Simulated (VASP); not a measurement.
Crystal: PtSe2.

```
Pt Se
1.0
     3.71416    0.04262   -0.00779
    -1.82016    3.22244    0.02846
    -0.02705    0.09853   13.15704
Pt Se
2 4
Direct
  0.04852 0.00428 0.00011
  0.03526 0.02099 0.49655
  0.24246 0.66876 0.10277
  0.32241 0.67022 0.60074
  0.69285 0.31757 0.40379
  0.65849 0.31817 0.89604
```

* Program: VASP 6.6.1
* Task: relaxation of cell and atoms
* Functional: PBE
* Potentials or basis: VASP PAW PBE potentials, release 64 (Pt, Se)
* Cutoff: 600 eV
* k mesh: 6 × 6 × 1
* Occupations: gaussian, width 0.1 eV
* Spin: no spin polarisation

At the start: pressure 4.9 GPa; volume 26.41 Å³/atom.

Problem. Where does the relaxation end?

Solution. Over 16 steps the energy falls by 260.6 meV/atom; space group P1 (No. 1, to 0.1 Å) before, P-1 (No. 2, to 0.1 Å).

The path:
```tsv
step	energy change (eV)	largest force (eV/Å)	pressure (GPa)	volume (Å³)
1	0.0000	6.2587	4.92	158.48
2	-0.2827	2.2758	-6.77	176.62
3	-1.1024	1.9114	-4.06	166.57
4	-1.1081	1.9514	-3.82	166.14
5	-1.1097	2.0025	-3.54	165.67
6	-1.4468	0.9912	2.35	155.18
7	-1.4511	1.0819	1.64	156.15
8	-1.5356	0.4967	-0.05	158.39
9	-1.5405	0.4144	0.20	157.97
10	-1.5575	0.2627	-0.28	158.69
11	-1.5585	0.2527	-0.42	158.93
12	-1.5620	0.1097	0.40	157.77
13	-1.5623	0.0983	0.23	158.01
14	-1.5636	0.0373	-0.01	158.40
15	-1.5636	0.0373	-0.01	158.40
16	-1.5638	0.0198	0.00	158.42
```

Final structure:
```
Pt Se
1.0
     3.75035    0.00115    0.11842
    -1.87423    3.24893   -0.07257
     0.42305   -0.05833   13.01324
Pt Se
2 4
Direct
  0.98321 0.99716 0.99958
  0.01678 0.00288 0.50041
  0.29544 0.66692 0.10011
  0.32959 0.67308 0.60094
  0.70402 0.33271 0.39979
  0.67096 0.32724 0.89917
```

Caveat: the k points lie up to 0.48 Å⁻¹ apart in the final cell.
